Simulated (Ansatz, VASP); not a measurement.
## SrO in VASP and in Ansatz

```xyz
2
Lattice="-0.0257 2.5570 2.5570 2.5570 -0.0257 2.5570 2.5570 2.5570 -0.0257" Properties=species:S:1:pos:R:3 pbc="T T T"
Sr    0.0000    0.0000    0.0000
O     2.5441    2.5441    2.5441
```

Change from the starting cell: equal xy, yz and zx shear strains of -1 %.

Alike in both runs: task single point; functional PBEsol; k mesh 8 × 8 × 8; occupations fermi-dirac, width 0.03 eV; no spin polarisation.

|  | VASP | Ansatz |
| --- | --- | --- |
| version | VASP 6.6.1 | Ansatz 0.2.0 |
| potentials or method | VASP PAW PBE potentials, release 64 (Sr_sv, O), cutoff 520 eV | all-electron LAPW, scalar-relativistic |

```tsv
	VASP	Ansatz	Ansatz less VASP
gap on the k mesh at the Fermi level (eV)	3.13	3.18	+0.046
pressure (GPa)	-0.3	-0.9	-0.61
traceless stress, the component that is largest in VASP (GPa)	0.53	0.53	+0.001
```

VASP's potentials were made for PBE, not for PBEsol. Ansatz ran all-electron here, and VASP with PAW potentials.
